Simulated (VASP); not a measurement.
Write the native input for VASP 6.6.1 that does the following.

| Item | Value |
| --- | --- |
| Task | relaxation of cell and atoms |
| Functional | PBEsol |
| Potentials or basis | VASP PAW PBE potentials, release 64 (Mg) |
| Cutoff | 600 eV |
| k mesh | 20 × 20 × 20 |
| Occupations | gaussian, width 0.1 eV |
| Spin | no spin polarisation |
| Target pressure | 50 GPa |
| Dipole correction | no |
| Further INCAR settings | ALGO = Normal; EDIFF = 1e-06; IBRION = 2; EDIFFG = -0.004; NSW = 70; ISIF = 3 |

The structure of Mg lies in POSCAR:

```
Mg
1.0
   -1.5006674017      1.5006674017      1.5006674017
    1.5006674017     -1.5006674017      1.5006674017
    1.5006674017      1.5006674017     -1.5006674017
Mg
1
Direct
    0.0000000000      0.0000000000      0.0000000000
```

This isn't the form of Mg at room conditions, which is hcp.

These files were run (other wordings do the same):

INCAR

```
SYSTEM = Mg
ALGO = Normal
EDIFF = 1E-6
EDIFFG = -0.004
ENCUT = 600
GGA = PS
IBRION = 2
ISIF = 3
ISMEAR = 0
LASPH = .True.
LCHARG = .False.
LREAL = .False.
LWAVE = .False.
NELM = 100
NSW = 70
PREC = Accurate
PSTRESS = 500.0
SIGMA = 0.1
```

KPOINTS

```
k-points
0
Gamma
  20 20 20
  0 0 0
```

Potentials or basis: VASP PAW PBE potentials, release 64 (Mg).

Launch:

```bash
$ cat potpaw_PBE.64/Mg/POTCAR > POTCAR
$ mpirun -np 1 vasp_std > vasp.out
```

Results of the run:

The relaxed volume is 13.59 Å³/atom, the relaxed cell is a = 2.604 Å, b = 2.604 Å, c = 2.604 Å, α = 109.47°, β = 109.47°, γ = 109.47° and the space group after relaxing (to 0.1 Å) is Im-3m (No. 229). The energy change on relaxing (the run minimises the enthalpy) is -21.8 meV/atom and the ionic steps are 3. The pressure after relaxing is 50.0 GPa and the band gap on the k mesh is zero (bands 1 and 2 overlap by 4.86 eV).

Caveat: the cell is relaxed towards a set pressure, so the run minimises the enthalpy, not the energy; the PAW data sets were made with another functional, which shifts forces and pressure a little.

Run time: 18 s on 1 thread of Intel Xeon 8259CL, with other jobs on the host, peak memory 0.16 GiB.
